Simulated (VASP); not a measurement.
Ti: single point with PBE

Ti:

```
Ti
1.0
    -1.65182    1.65182    1.65182
     1.65182   -1.65182    1.65182
     1.65182    1.65182   -1.65182
Ti
1
Direct
  0.00000 0.00000 0.00000
```

| Quantity | Value |
| --- | --- |
| Program | VASP 6.6.1 |
| Task | single point |
| Functional | PBE |
| Potentials or basis | VASP PAW PBE potentials, release 64 (Ti_sv) |
| Cutoff | 520 eV |
| k mesh | 22 × 22 × 22 |
| Occupations | gaussian, width 0.15 eV |
| Spin | collinear spin, ferromagnetic start |
| Starting moments | [0.1] μB |
| Fixed moment | 0.1 μB |
| Dipole correction | no |
| Further INCAR settings | ALGO = Normal; EDIFF = 1e-07; NBANDS = 16 |

* Pressure: -4.4 GPa
* Net moment: 0.10 μB per cell
* Site moments: Ti +0.07 μB
* Valence electrons inside the program's atomic spheres: Ti 10.22

Run time: 100 s on 1 thread of AMD EPYC 9R45 96-Core Processor (Zen 5), with other jobs on the host, peak memory 0.22 GiB.

Caveat: the total moment is fixed, so each spin has its own Fermi level.
